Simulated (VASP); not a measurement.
# Mg2MoH (P-3m1) in VASP: further runs

Runs on Mg2MoH. Level: PBE. Tasks: relaxation of cell and atoms, single point.

Program: VASP 6.6.1. These are calculated values, not measurements. Logs are shortened: lines on timing, memory, paths and dates and some standing lists are left out, and cuts for length are marked.

**1. The cell of the first run**

It takes space group P-3m1 (No. 164, trigonal). The conventional cell has a = 3.744 Å, b = 3.744 Å, c = 6.005 Å, α = 90.00°, β = 90.00°, γ = 120.00°. Within 3.1 Å of Mg (site symmetry 3m) lie 3 H at 2.35 Å and 3 Mg at 2.84 Å and 3 Mo at 3.00 Å. H (site symmetry -3m) has 6 Mg at 2.35 Å and 2 Mo at 3.00 Å within 3.1 Å. Mo (site symmetry -3m) has 6 Mg at 3.00 Å and 2 H at 3.00 Å and 6 Mo at 3.74 Å within 3.9 Å.

**2. Relaxation of cell and atoms, PBE**

The input, INCAR:

```
SYSTEM = Mg2MoH
PREC = Accurate ; ENCUT = 600
EDIFF = 1E-6 ; ISMEAR = 0
SIGMA = 0.1 ; LREAL = .FALSE.
LASPH = .TRUE. ; NELM = 60
ALGO = Normal ; ISIF = 3
LWAVE = .FALSE. ; LCHARG = .FALSE.
GGA = PE ; IBRION = 2
NSW = 90 ; EDIFFG = -0.04
```

The input, KPOINTS:

```
Automatic mesh
0
G
  6 6 4
  0 0 0
```

The input, POSCAR:

```
Mg2MoH
1.0
    3.7438088900      0.0000000000      0.0000000000
   -1.8719044400      3.2422336100      0.0000000000
    0.0000000000      0.0000000000      6.0051655200
Mg H Mo
2 1 1
Direct
    0.3333333300      0.6666666700      0.8464311100
    0.6666666700      0.3333333300      0.1535688900
    0.0000000000      0.0000000000      0.0000000000
    0.0000000000      0.0000000000      0.5000000000
```

Potentials or basis: VASP PAW PBE potentials, release 64 (Mg, H, Mo_sv).

Command:

```sh
$ cat potpaw_PBE.64/Mg/POTCAR potpaw_PBE.64/H/POTCAR potpaw_PBE.64/Mo_sv/POTCAR > POTCAR
$ mpirun -np 1 vasp_std > vasp.out
```

OUTCAR:

```text
SYSTEM = Mg2MoH
   PREC = Accurate
   ENCUT = 600
   EDIFF = 1E-6
   ISMEAR = 0
   LREAL = .FALSE.
   LASPH = .TRUE.
   NELM = 60
   ISIF = 3
   GGA = PE
   IBRION = 2
   NSW = 90
   EDIFFG = -0.04

 ion  position               nearest neighbor table
   1  0.333  0.667  0.846-   2 2.84   2 2.84   2 2.84   4 3.00   4 3.00   4 3.00
   2  0.667  0.333  0.154-   1 2.84   1 2.84   1 2.84   4 3.00   4 3.00   4 3.00
   3  0.000  0.000  0.000-
   4  0.000  0.000  0.500-   1 3.00   2 3.00   2 3.00   1 3.00   2 3.00   1 3.00

  LATTYP: Found a hexagonal cell.
 ALAT       =     3.7438088900
 C/A-ratio  =     1.6040256585

  Lattice vectors:

 A1 = (   3.7438088900,   0.0000000000,   0.0000000000)
 A2 = (  -1.8719044400,   3.2422336100,   0.0000000000)
 A3 = (   0.0000000000,   0.0000000000,   6.0051655200)

Analysis of symmetry for initial positions (statically):
=====================================================================
 Subroutine PRICEL returns:
 Original cell was already a primitive cell.

 Routine SETGRP: Setting up the symmetry group for a
 hexagonal supercell.

 Subroutine GETGRP returns: Found 12 space group operations
 (whereof 12 operations were pure point group operations)
 out of a pool of 24 trial point group operations.

The static configuration has the point symmetry D_3d.

Analysis of symmetry for dynamics (positions and initial velocities):
=====================================================================
 Subroutine PRICEL returns:
 Original cell was already a primitive cell.

 Routine SETGRP: Setting up the symmetry group for a
 hexagonal supercell.

 Subroutine GETGRP returns: Found 12 space group operations
 (whereof 12 operations were pure point group operations)
 out of a pool of 24 trial point group operations.

The dynamic configuration has the point symmetry D_3d.

 Subroutine INISYM returns: Found 12 space group operations
 (whereof 12 operations are pure point group operations),
 and found     1 'primitive' translations

----------------------------------------------------------------------------------------

                                     Primitive cell

  volume of cell :      72.8925

  direct lattice vectors                    reciprocal lattice vectors
     3.743808890  0.000000000  0.000000000     0.267107651  0.154214674  0.000000000
    -1.871904440  3.242233610  0.000000000     0.000000000  0.308429348  0.000000000
     0.000000000  0.000000000  6.005165520     0.000000000  0.000000000  0.166523303

  length of vectors
     3.743808890  3.743808891  6.005165520     0.308429349  0.308429348  0.166523303

  position of ions in fractional coordinates (direct lattice)
     0.333333330  0.666666670  0.846431110
     0.666666670  0.333333330  0.153568890
     0.000000000  0.000000000  0.000000000
     0.000000000  0.000000000  0.500000000

  ion indices of the primitive-cell ions
   primitive index   ion index
                 1           1
                 2           2
                 3           3
                 4           4

----------------------------------------------------------------------------------------

 KPOINTS: Automatic mesh

Automatic generation of k-mesh.
 Grid dimensions read from file:
 generate k-points for:    6    6    4

 Generating k-lattice:

  Cartesian coordinates                     Fractional coordinates (reciprocal lattice)
     0.044517942  0.025702446  0.000000000     0.166666667 -0.000000000  0.000000000
     0.000000000  0.051404891  0.000000000     0.000000000  0.166666667  0.000000000
     0.000000000  0.000000000  0.041630826     0.000000000  0.000000000  0.250000000

  Length of vectors
     0.051404891  0.051404891  0.041630826

  Shift w.r.t. Gamma in fractional coordinates (k-lattice)
     0.000000000  0.000000000  0.000000000

 Subroutine IBZKPT returns following result:
 ===========================================

 Found     24 irreducible k-points:

 Following reciprocal coordinates:
            Coordinates               Weight
  0.000000  0.000000  0.000000      1.000000
  0.166667  0.000000  0.000000      6.000000
  0.333333  0.000000  0.000000      6.000000
  0.500000 -0.000000  0.000000      3.000000
  0.166667  0.166667  0.000000      6.000000
  0.333333  0.166667  0.000000     12.000000
[... 16 lines left out ...]
  0.333333  0.166667  0.500000     12.000000
  0.333333  0.333333  0.500000      2.000000
   k-points           NKPTS =     24   k-points in BZ     NKDIM =     24   number of bands    NBANDS=     13
   number of dos      NEDOS =    301   number of ions     NIONS =      4
   total plane-waves  NPLWV =  43200
   dimension x,y,z NGX =    30 NGY =   30 NGZ =   48
   dimension x,y,z NGXF=    60 NGYF=   60 NGZF=   96
   ions per type =               2   1   1
   NGX,Y,Z   is equivalent  to a cutoff of  13.32, 13.32, 13.29 a.u.
   NGXF,Y,Z  is equivalent  to a cutoff of  26.64, 26.64, 26.58 a.u.
 SYSTEM =  Mg2MoH
   PREC   = accura    normal or accurate (medium, high low for compatibility)
   ISTART =      0    job   : 0-new  1-cont  2-samecut
   ICHARG =      2    charge: 1-file 2-atom 10-const
   ISPIN  =      1    spin polarized calculation?
   LNONCOLLINEAR =      F non collinear calculations
   LSORBIT =      F    spin-orbit coupling
   LASPH  =      T    aspherical Exc in radial PAW
   ENCUT  =  600.0 eV  44.10 Ry    6.64 a.u.   7.48  7.48 11.99*2*pi/ulx,y,z
   NELM   =     60;   NELMIN=  2; NELMDL= -5     # of ELM steps
   EDIFF  = 0.1E-05   stopping-criterion for ELM
   LREAL  =      F    real-space projection
   EDIFFG = -.4E-01   stopping-criterion for IOM
   NSW    =     90    number of steps for IOM
   IBRION =      2    ionic relax: 0-MD 1-quasi-New 2-CG
   NFREE  =      1    steps in history (QN), initial steepest desc. (CG)
   ISIF   =      3    stress and relaxation
   ISYM   =      2    0-nonsym 1-usesym 2-fastsym
   POTIM  = 0.5000    time-step for ionic-motion
   TEBEG  =    0.0;   TEEND  =   0.0 temperature during run
   PSTRESS=    0.0 pullay stress
   NELECT =      19.0000    total number of electrons
   NUPDOWN=      -1.0000    fix difference up-down
   EMIN   =  10.00;   EMAX   =-10.00  energy-range for DOS
   EFERMI =   0.00;   METHOD = LEGACY
   ISMEAR =     0;   SIGMA  =   0.10  broadening in eV -4-tet -1-fermi 0-gaus
   EFERMI_NEDOS =   21; number of points for ismear=-14 and -15
   IALGO  =     38    algorithm
   IMIX   =      4    mixing-type and parameters
     AMIX     =   0.40;   BMIX     =  1.00
     AMIX_MAG =   1.60;   BMIX_MAG =  1.00
  volume/ion in A,a.u.               =      18.22       122.98
  Fermi-wavevector in a.u.,A,eV,Ry     =   1.045759  1.976198 14.879500  1.093612
  Thomas-Fermi vector in A             =   2.180569
   LORBIT       =      0    0 simple, 1 ext, 2 COOP (PROOUT), +10 PAW based schemes
   GGA     = PE    functional components
   LHFCALC =     F    Hartree Fock is set to
   AEXX    =    0.0000 exact exchange contribution
   IVDW    =     0    specifies the selected vdW correction
   LEPSILON=     F    determine dielectric tensor
   LRPA    =     F    only Hartree local field effects (RPA)
 conjugate gradient relaxation of ions
 non-spin polarized calculation
 Gauss-broadening in eV      SIGMA  =   0.10
  energy-cutoff  :      600.00
  volume of cell :       72.89
 maximum number of plane-waves:      2454
 NGX is ok and might be reduce to    30
   NGX = 15   NGY = 15   NGZ = 23

--------------------------------------- Ionic step        1  -------------------------------------------

 number of electron      19.0000001 magnetization

 Free energy of the ion-electron system (eV)
  ---------------------------------------------------
  ext. energy  EPLUGINS =         0.00000000
  ---------------------------------------------------
  free energy    TOTEN  =       -13.14424620 eV

  energy without entropy =      -13.11355281  energy(sigma->0) =      -13.12889950

 E-fermi :   3.8069     XC(G=0):  -9.4235

 val. band max:        3.7837005950   @ k =   0.1667   0.0000   0.2500
 cond. band min:       3.8146523837   @ k =   0.5000  -0.0000   0.0000
 fundamental gap:      0.0309517887
 Fermi energy:         3.8068588537

 k-point     1 :       0.0000    0.0000    0.0000
  band No.  band energies     occupation
      1     -56.9316      2.00000
      2     -31.0036      2.00000
      3     -31.0036      2.00000
      4     -30.8953      2.00000
      5      -4.0202      2.00000
      6       0.6042      2.00000
      7       2.0090      2.00000
      8       3.5208      1.99995
      9       3.5208      1.99995
     10       4.2080      0.00000
     11       4.2213      0.00000
     12       4.2213      0.00000
     13       7.5393      0.00000
[... 473 lines left out ...]
  FREE ENERGIE OF THE ION-ELECTRON SYSTEM (eV)
  ---------------------------------------------------
  free  energy   TOTEN  =       -14.0047739967 eV

  energy  without entropy=      -13.9841032983  energy(sigma->0) =      -13.99443865

 E-fermi :   5.1065     XC(G=0):  -9.9173

 val. band max:        5.0297570942   @ k =   0.1667   0.1667   0.0000
 cond. band min:       5.1548274974   @ k =   0.5000  -0.0000   0.5000
 fundamental gap:      0.1250704032
 Fermi energy:         5.1064698597

 k-point     1 :       0.0000    0.0000    0.0000
  band No.  band energies     occupation
      1     -55.4995      2.00000
      2     -29.6566      2.00000
      3     -29.2755      2.00000
      4     -29.2755      2.00000
      5      -2.9758      2.00000
      6      -0.1209      2.00000
      7       0.3582      2.00000
      8       2.9143      2.00000
      9       4.9571      1.96531
     10       4.9571      1.96531
     11       6.4949      0.00000
     12       6.4949      0.00000
     13       7.6386      0.00000
[... 353 lines left out ...]
 k-point    24 :       0.3333    0.3333    0.5000
  band No.  band energies     occupation
      1     -55.4345      2.00000
      2     -29.6091      2.00000
      3     -29.6091      2.00000
      4     -29.5762      2.00000
      5       1.4256      2.00000
      6       3.2109      2.00000
      7       3.2109      2.00000
      8       3.7541      2.00000
      9       3.7541      2.00000
     10       3.7827      2.00000
     11       6.5871      0.00000
     12       6.5871      0.00000
     13       8.2962      0.00000

[... ionic steps 4 to 20 ...]

--------------------------------------- Ionic step       21  -------------------------------------------

 number of electron      18.9999994 magnetization

------------------------ aborting loop because EDIFF is reached ----------------------------------------

  FORCE on cell =-STRESS in cart. coord.  units (eV):
  Direction    XX          YY          ZZ          XY          YZ          ZX
  --------------------------------------------------------------------------------------
  -------------------------------------------------------------------------------------
  Total        0.4870515      0.4870515     -0.0295977      0.0000000      0.0000000     -0.0000000
  in kB       13.6071204     13.6071204     -0.8268924      0.0000000      0.0000000     -0.0000000
  external PRESSURE =       8.7957828 kB  Pullay stress =       0.0000000 kB
[... 61 lines left out ...]
  energy  without entropy=      -16.0091583382  energy(sigma->0) =      -16.01107213

--------------------------------------- Ionic step       23  -------------------------------------------

 number of electron      18.9999994 magnetization

 Free energy of the ion-electron system (eV)
  ---------------------------------------------------
  ext. energy  EPLUGINS =         0.00000000
  ---------------------------------------------------
  free energy    TOTEN  =       -16.01537510 eV

  energy without entropy =      -16.01187786  energy(sigma->0) =      -16.01362648

 E-fermi :   5.8570     XC(G=0): -10.3063

 val. band max:        5.8429124199   @ k =   0.1667   0.1667   0.0000
 cond. band min:       6.0392877940   @ k =   0.5000  -0.0000   0.0000
 fundamental gap:      0.1963753741
 Fermi energy:         5.8570189521

 k-point     1 :       0.0000    0.0000    0.0000
  band No.  band energies     occupation
      1     -54.7534      2.00000
      2     -28.8943      2.00000
      3     -28.4641      2.00000
      4     -28.4641      2.00000
      5      -3.2995      2.00000
      6       0.4582      2.00000
      7       0.9939      2.00000
      8       3.5287      2.00000
      9       5.7174      1.95162
     10       5.7174      1.95162
     11       7.5266      0.00000
     12       7.5266      0.00000
     13       8.6415      0.00000
[... 397 lines left out ...]
  FREE ENERGIE OF THE ION-ELECTRON SYSTEM (eV)
  ---------------------------------------------------
  free  energy   TOTEN  =       -16.0153751048 eV

  energy  without entropy=      -16.0118778644  energy(sigma->0) =      -16.01362648

 reached required accuracy - stopping structural energy minimisation
```

Run time: 9.6 min. Hardware: 1 thread of Intel Xeon 8259CL, shared host; peak memory 0.24 GiB.

Results:

```
Free energy                           : -16.0154 eV
Relaxed volume                        : 14.45 Å³/atom
Relaxed cell                          : a = 2.979 Å, b = 2.979 Å, c = 7.523 Å, α = 90.00°, β = 90.00°, γ = 120.00°
Space group after relaxing (to 0.1 Å) : P-3m1 (No. 164)
Pressure after relaxing               : -0.2 GPa
Largest force after relaxing          : 0.024 eV/Å
Band gap on the k mesh                : zero (an odd number of electrons rules out a gap without spin polarisation)
```

Forces on the atoms (eV/Å):
```
Mg   0.000  0.000 -0.024
Mg   0.000  0.000  0.024
H    0.000  0.000  0.000
Mo   0.000  0.000  0.000
```

Final structure:
```
CELL_PARAMETERS angstrom
2.97862 0.00000 0.00000
-1.48931 2.57956 0.00000
0.00000 0.00000 7.52291
ATOMIC_POSITIONS crystal
Mg 0.33333 0.66667 0.80097
Mg 0.66667 0.33333 0.19903
H 0.00000 0.00000 0.00000
Mo 0.00000 0.00000 0.50000
```

Caveat: the volume moved by over 15 % at a fixed basis, so the end points are rough.

[end of part 1 of 2]
